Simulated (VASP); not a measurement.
Write the native input for VASP 6.6.1 that does the following.

| Property | Result |
| --- | --- |
| Task | single point |
| Functional | PBEsol |
| Potentials or basis | VASP PAW PBE potentials, release 64 (Os) |
| Cutoff | 520 eV |
| k mesh | 14 × 14 × 14 |
| Occupations | fermi-dirac, width 0.05 eV |
| Spin | no spin polarisation |
| Dipole correction | no |
| Further INCAR settings | ALGO = Normal; EDIFF = 1e-06; NBANDS = 10 |

The structure of Os lies in POSCAR:

```
Os
1.0
    0.0000000000      1.9187129938      1.9187129938
    1.9187129938      0.0000000000      1.9187129938
    1.9187129938      1.9187129938      0.0000000000
Os
1
Direct
    0.0000000000      0.0000000000      0.0000000000
```

This cell differs from its parent crystal: volume scaled by 0.96.

The input as run:

INCAR

```
SYSTEM = Os
  PREC = Accurate
  ENCUT = 520
  EDIFF = 1E-6
  ISMEAR = -1
  SIGMA = 0.05
  LREAL = .False.
  LASPH = .True.
  NELM = 80
  ALGO = Normal
  ISIF = 2
  LWAVE = .False.
  LCHARG = .False.
  GGA = PS
  NBANDS = 10
```

KPOINTS

```
Automatic mesh
0
Gamma
  14 14 14
  0 0 0
```

Potentials or basis: VASP PAW PBE potentials, release 64 (Os).

Run with:

```sh
$ cat potpaw_PBE.64/Os/POTCAR > POTCAR
$ mpirun -np 1 vasp_std > vasp.out
```

Results of the run:

| Quantity | Value |
| --- | --- |
| Pressure | -4.8 GPa |
| Band gap on the k mesh | zero (band 4 reaches 11.44 eV, above the bottom of band 5 at 7.71 eV) |

Caveat: the PAW data sets were made with another functional, which shifts forces and pressure a little; spin-orbit coupling is left out, which moves the levels of the heavy elements.

Wall time 6.1 s on 1 thread of Intel(R) Xeon(R) 6975P-C (Granite Rapids), with other jobs on the host, peak memory 0.13 GiB.
